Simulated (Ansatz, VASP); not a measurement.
# One calculation of Si, two programs

```xyz
2
Lattice="0.0000 2.7330 2.7330 2.7330 0.0000 2.7330 2.7330 2.7330 0.0000" Properties=species:S:1:pos:R:3 pbc="T T T"
Si    0.0000    0.0000    0.0000
Si    1.3665    1.3665    1.3665
```

Alike in both runs: task single point; functional PBE; k mesh 12 × 12 × 12; no spin polarisation.

|  | VASP | Ansatz |
| --- | --- | --- |
| version | VASP 6.6.1 | Ansatz 0.2.0 |
| potentials or method | VASP PAW PBE potentials, release 64 (Si), cutoff 520 eV | scalar-relativistic, plane waves, PAW |
| occupations | gaussian, width 0.01 eV | fixed |
| valence electrons in the cell | 8 | 8 |

```csv
,VASP,Ansatz,Ansatz less VASP
gap on the k mesh at the Fermi level (eV),0.61,0.61,-0.002
least direct gap on the mesh (eV),2.56,2.55,-0.005
pressure (GPa),0.1,0.2,+0.07
```
